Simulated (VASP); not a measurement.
# VGe (zincblende type) (F-43m) in VASP: a series of runs, part 2 of 3

VASP 6.6.1.

## Step 3: Single point, PBE (19.90 Å³/atom)

This run uses another cell than the first one, of 19.90 Å³/atom.

The input, INCAR:

```
ALGO = Normal ; EDIFF = 1E-6
ENCUT = 520 ; GGA = PE
ISIF = 2 ; ISMEAR = -1
LASPH = T ; LCHARG = F
LREAL = F ; LWAVE = F
NBANDS = 20 ; NELM = 60
PREC = Accurate ; SIGMA = 0.05
```

The input, KPOINTS:

```
k-points
0
Gamma
  13 13 13
```

The input, POSCAR:

```
VGe
1.0
    0.0000000000      2.7099179022      2.7099179022
    2.7099179022      0.0000000000      2.7099179022
    2.7099179022      2.7099179022      0.0000000000
V Ge
1 1
Direct
    0.0000000000      0.0000000000      0.0000000000
    0.2500000000      0.2500000000      0.2500000000
```

Potentials or basis: VASP PAW PBE potentials, release 64 (V_sv, Ge_d).

On the command line:

```sh
> cat potpaw_PBE.64/V_sv/POTCAR potpaw_PBE.64/Ge_d/POTCAR > POTCAR
> mpirun -np 1 vasp_std > vasp.out
```

OUTCAR:

```text
EDIFF = 1E-6
   ENCUT = 520
   GGA = PE
   ISIF = 2
   ISMEAR = -1
   LASPH = T
   LREAL = F
   NELM = 60
   PREC = Accurate

 ion  position               nearest neighbor table
   1  0.000  0.000  0.000-   2 2.35   2 2.35   2 2.35   2 2.35
   2  0.250  0.250  0.250-   1 2.35   1 2.35   1 2.35   1 2.35

  LATTYP: Found a face centered cubic cell.
 ALAT       =     5.4198358044

  Lattice vectors:

 A1 = (   0.0000000000,   2.7099179022,   2.7099179022)
 A2 = (   2.7099179022,   0.0000000000,   2.7099179022)
 A3 = (   2.7099179022,   2.7099179022,   0.0000000000)

Analysis of symmetry for initial positions (statically):
=====================================================================
 Subroutine PRICEL returns:
 Original cell was already a primitive cell.

 Routine SETGRP: Setting up the symmetry group for a
 face centered cubic supercell.

 Subroutine GETGRP returns: Found 24 space group operations
 (whereof 24 operations were pure point group operations)
 out of a pool of 48 trial point group operations.

The static configuration has the point symmetry T_d .

Analysis of symmetry for dynamics (positions and initial velocities):
=====================================================================
 Subroutine PRICEL returns:
 Original cell was already a primitive cell.

 Routine SETGRP: Setting up the symmetry group for a
 face centered cubic supercell.

 Subroutine GETGRP returns: Found 24 space group operations
 (whereof 24 operations were pure point group operations)
 out of a pool of 48 trial point group operations.

The dynamic configuration has the point symmetry T_d .

 Subroutine INISYM returns: Found 24 space group operations
 (whereof 24 operations are pure point group operations),
 and found     1 'primitive' translations

----------------------------------------------------------------------------------------

                                     Primitive cell

  volume of cell :      39.8014

  direct lattice vectors                    reciprocal lattice vectors
     0.000000000  2.709917902  2.709917902    -0.184507435  0.184507435  0.184507435
     2.709917902  0.000000000  2.709917902     0.184507435 -0.184507435  0.184507435
     2.709917902  2.709917902  0.000000000     0.184507435  0.184507435 -0.184507435

  length of vectors
     3.832402650  3.832402650  3.832402650     0.319576251  0.319576251  0.319576251

  position of ions in fractional coordinates (direct lattice)
     0.000000000  0.000000000  0.000000000
     0.250000000  0.250000000  0.250000000

  ion indices of the primitive-cell ions
   primitive index   ion index
                 1           1
                 2           2

----------------------------------------------------------------------------------------

 KPOINTS: k-points

Automatic generation of k-mesh.
 Grid dimensions read from file:
 generate k-points for:   13   13   13

 Generating k-lattice:

  Cartesian coordinates                     Fractional coordinates (reciprocal lattice)
    -0.014192880  0.014192880  0.014192880     0.076923077  0.000000000  0.000000000
     0.014192880 -0.014192880  0.014192880     0.000000000  0.076923077  0.000000000
     0.014192880  0.014192880 -0.014192880     0.000000000  0.000000000  0.076923077

  Length of vectors
     0.024582789  0.024582789  0.024582789

  Shift w.r.t. Gamma in fractional coordinates (k-lattice)
     0.000000000  0.000000000  0.000000000

 Subroutine IBZKPT returns following result:
 ===========================================

 Found     84 irreducible k-points:

 Following reciprocal coordinates:
            Coordinates               Weight
  0.000000  0.000000  0.000000      1.000000
  0.076923  0.000000  0.000000      8.000000
  0.153846  0.000000  0.000000      8.000000
  0.230769  0.000000  0.000000      8.000000
  0.307692  0.000000  0.000000      8.000000
  0.384615  0.000000  0.000000      8.000000
[... 16 lines left out ...]
  0.384615  0.153846  0.000000     24.000000
  0.461538  0.153846  0.000000     24.000000
 [... further k-points ...]
   k-points           NKPTS =     84   k-points in BZ     NKDIM =     84   number of bands    NBANDS=     20
   number of dos      NEDOS =    301   number of ions     NIONS =      2
   total plane-waves  NPLWV =  27000
   dimension x,y,z NGX =    30 NGY =   30 NGZ =   30
   dimension x,y,z NGXF=    60 NGYF=   60 NGZF=   60
   ions per type =               1   1
   NGX,Y,Z   is equivalent  to a cutoff of  13.01, 13.01, 13.01 a.u.
   NGXF,Y,Z  is equivalent  to a cutoff of  26.03, 26.03, 26.03 a.u.
 SYSTEM =  unknown system
   PREC   = accura    normal or accurate (medium, high low for compatibility)
   ISTART =      0    job   : 0-new  1-cont  2-samecut
   ICHARG =      2    charge: 1-file 2-atom 10-const
   ISPIN  =      1    spin polarized calculation?
   LNONCOLLINEAR =      F non collinear calculations
   LSORBIT =      F    spin-orbit coupling
   LASPH  =      T    aspherical Exc in radial PAW
   ENCUT  =  520.0 eV  38.22 Ry    6.18 a.u.   7.13  7.13  7.13*2*pi/ulx,y,z
   NELM   =     60;   NELMIN=  2; NELMDL= -5     # of ELM steps
   EDIFF  = 0.1E-05   stopping-criterion for ELM
   LREAL  =      F    real-space projection
   EDIFFG = 0.1E-04   stopping-criterion for IOM
   NSW    =      0    number of steps for IOM
   IBRION =     -1    ionic relax: 0-MD 1-quasi-New 2-CG
   NFREE  =      0    steps in history (QN), initial steepest desc. (CG)
   ISIF   =      2    stress and relaxation
   ISYM   =      2    0-nonsym 1-usesym 2-fastsym
   POTIM  = 0.5000    time-step for ionic-motion
   TEBEG  =    0.0;   TEEND  =   0.0 temperature during run
   PSTRESS=    0.0 pullay stress
   NELECT =      27.0000    total number of electrons
   NUPDOWN=      -1.0000    fix difference up-down
   EMIN   =  10.00;   EMAX   =-10.00  energy-range for DOS
   EFERMI =   0.00;   METHOD = LEGACY
   ISMEAR =    -1;   SIGMA  =   0.05  broadening in eV -4-tet -1-fermi 0-gaus
   EFERMI_NEDOS =   21; number of points for ismear=-14 and -15
   IALGO  =     38    algorithm
   IMIX   =      4    mixing-type and parameters
     AMIX     =   0.40;   BMIX     =  1.00
     AMIX_MAG =   1.60;   BMIX_MAG =  1.00
  volume/ion in A,a.u.               =      19.90       134.30
  Fermi-wavevector in a.u.,A,eV,Ry     =   1.438456  2.718288 28.152577  2.069156
  Thomas-Fermi vector in A             =   2.557421
   LORBIT       =      0    0 simple, 1 ext, 2 COOP (PROOUT), +10 PAW based schemes
   GGA     = PE    functional components
   LHFCALC =     F    Hartree Fock is set to
   AEXX    =    0.0000 exact exchange contribution
   IVDW    =     0    specifies the selected vdW correction
   LEPSILON=     F    determine dielectric tensor
   LRPA    =     F    only Hartree local field effects (RPA)
 non-spin polarized calculation
  energy-cutoff  :      520.00
  volume of cell :       39.80
 maximum number of plane-waves:      1083
 NGX is ok and might be reduce to    30
   NGX = 15   NGY = 15   NGZ = 15

 number of electron      27.0000006 magnetization

 Free energy of the ion-electron system (eV)
  ---------------------------------------------------
  ext. energy  EPLUGINS =         0.00000000
  ---------------------------------------------------
  free energy    TOTEN  =       -11.52068941 eV

  energy without entropy =      -11.49702477  energy(sigma->0) =      -11.50885709

 E-fermi :   5.3780     XC(G=0): -10.6179

 val. band max:        5.3770796917   @ k =  -0.1538   0.2308   0.0769
 cond. band min:       5.3853213721   @ k =  -0.4615   0.3077   0.1538
 fundamental gap:      0.0082416804
 Fermi energy:         5.3779927761

 k-point     1 :       0.0000    0.0000    0.0000
  band No.  band energies     occupation
      1     -58.9117      2.00000
      2     -32.7919      2.00000
      3     -32.7919      2.00000
      4     -32.7919      2.00000
      5     -18.1371      2.00000
      6     -18.1371      2.00000
[... 12 lines left out ...]
     19      12.1360      0.00000
     20      14.2615      0.00000
[... 507 lines left out ...]
 k-point    24 :       0.4615    0.1538    0.0000
  band No.  band energies     occupation
      1     -58.9100      2.00000
      2     -32.8107      2.00000
      3     -32.7970      2.00000
      4     -32.7956      2.00000
      5     -18.1482      2.00000
      6     -18.1407      2.00000
[... 12 lines left out ...]
     19      12.6103      0.00000
     20      15.1221      0.00000

 [... further k-points ...]

------------------------ aborting loop because EDIFF is reached ----------------------------------------

  FORCE on cell =-STRESS in cart. coord.  units (eV):
  Direction    XX          YY          ZZ          XY          YZ          ZX
  --------------------------------------------------------------------------------------
  -------------------------------------------------------------------------------------
  Total        2.4486784      2.4486784      2.4486784      0.0000000     -0.0000000      0.0000000
  in kB       98.5698122     98.5698122     98.5698122      0.0000000     -0.0000000      0.0000000
  external PRESSURE =      98.5698122 kB  Pullay stress =       0.0000000 kB

 VOLUME and BASIS-vectors are now :
 -----------------------------------------------------------------------------
  energy-cutoff  :      520.00
  volume of cell :       39.80
      direct lattice vectors                 reciprocal lattice vectors
     0.000000000  2.709917902  2.709917902    -0.184507435  0.184507435  0.184507435
     2.709917902  0.000000000  2.709917902     0.184507435 -0.184507435  0.184507435
     2.709917902  2.709917902  0.000000000     0.184507435  0.184507435 -0.184507435

 POSITION                                       TOTAL-FORCE (eV/Angst)
 -----------------------------------------------------------------------------------
      0.00000      0.00000      0.00000        -0.000000     -0.000000     -0.000000
      1.35496      1.35496      1.35496         0.000000      0.000000      0.000000
 -----------------------------------------------------------------------------------
    total drift:                               -0.000001     -0.000001     -0.000001

  FREE ENERGIE OF THE ION-ELECTRON SYSTEM (eV)
  ---------------------------------------------------
  free  energy   TOTEN  =       -11.5206894092 eV

  energy  without entropy=      -11.4970247705  energy(sigma->0) =      -11.50885709
```

stdout:

```text
POSCAR found type information on POSCAR V Ge
 POSCAR found :  2 types and       2 ions
 scaLAPACK will be used
 LDA part: xc-table for (Slater+PW92), standard interpolation
 POSCAR, INCAR and KPOINTS ok, starting setup
 FFT: planning ... GRIDC
 FFT: planning ... GRID_SOFT
 FFT: planning ... GRID
 WAVECAR not read
 entering main loop
```

Wall time 95 s (1 thread of Intel Xeon Platinum 8488C (Sapphire Rapids), shared host); peak memory 0.21 GiB.

What came out:

| Property | Result |
| --- | --- |
| Free energy | -11.5207 eV |
| Pressure | 9.9 GPa |
| Band gap on the k mesh | zero (an odd number of electrons rules out a gap without spin polarisation) |

Levels at points of the mesh, in eV from the Fermi level:
| k point | band 11 | band 12 | band 13 | band 14 | band 15 | band 16 |
| --- | --- | --- | --- | --- | --- | --- |
| (0.00, 0.00, 0.00) | -1.78 | -1.78 | -1.78 | 0.29 | 0.29 | 6.10 |

Caveat: the cell stands under pressure.

(Part 2 of 3 ends here.)
